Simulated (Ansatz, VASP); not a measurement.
One calculation of Sr, two programs

INCAR

```
PREC = Accurate
ENCUT = 520
EDIFF = 1E-8
ISMEAR = -1
SIGMA = 0.05
LREAL = F
LASPH = T
NELM = 60
ALGO = Normal
ISIF = 2
LWAVE = F
LCHARG = F
LEFG = T
NBANDS = 11
```

File KPOINTS:

```
regular mesh
0
Gamma
  12 12 12
```

The input POSCAR:

```
Sr
1.0
   -2.4750052610      2.4750052610      2.3280000000
    2.4750052610     -2.4750052610      2.3280000000
    2.4750052610      2.4750052610     -2.3280000000
Sr
1
Direct
    0.0000000000      0.0000000000      0.0000000000
```

Input for Ansatz:

```yaml
crystal:
  lattice:
    - [-2.475005261, 2.475005261, 2.328]
    - [2.475005261, -2.475005261, 2.328]
    - [2.475005261, 2.475005261, -2.328]
  atoms:
    - { symbol: Sr, position: [0.0, 0.0, 0.0] }
kpoints:
  mp_grid: { grid: [12, 12, 12] }
scf:
  occupations: { method: fermi_dirac, width: 0.05 }
hamiltonian:
  xc: lda
  pseudopotentials: { kind: paw }
output:
  forces: true
  stress: true
  eigenvalues: true
  efg: { contact_densities: true }
```

Alike in both runs: task electric field gradients; functional LDA; k mesh 12 × 12 × 12; occupations fermi-dirac, width 0.05 eV; no spin polarisation.

|  | VASP | Ansatz |
| --- | --- | --- |
| version | VASP 6.6.1 | Ansatz 0.2.0 |
| potentials or method | VASP PAW LDA potentials, release 64 (Sr_sv) | PAW with Ansatz's default frozen-core files, scalar-relativistic |
| plane-wave cutoff (eV) | 520 | 420 |
| valence electrons in the cell | 10 | 10 |

```tsv
	VASP	Ansatz	Ansatz less VASP
gap on the k mesh at the Fermi level (eV)	none	none	-
pressure (GPa)	-1.8	-1.8	+0.01
traceless stress, the component that is largest in VASP (GPa)	0.12	0.11	-0.007
```

LDA's correlation is that of Perdew and Zunger in VASP and of Perdew and Wang (1992) in Ansatz. A gap of «none» marks a metal or a gap that the smearing closes.
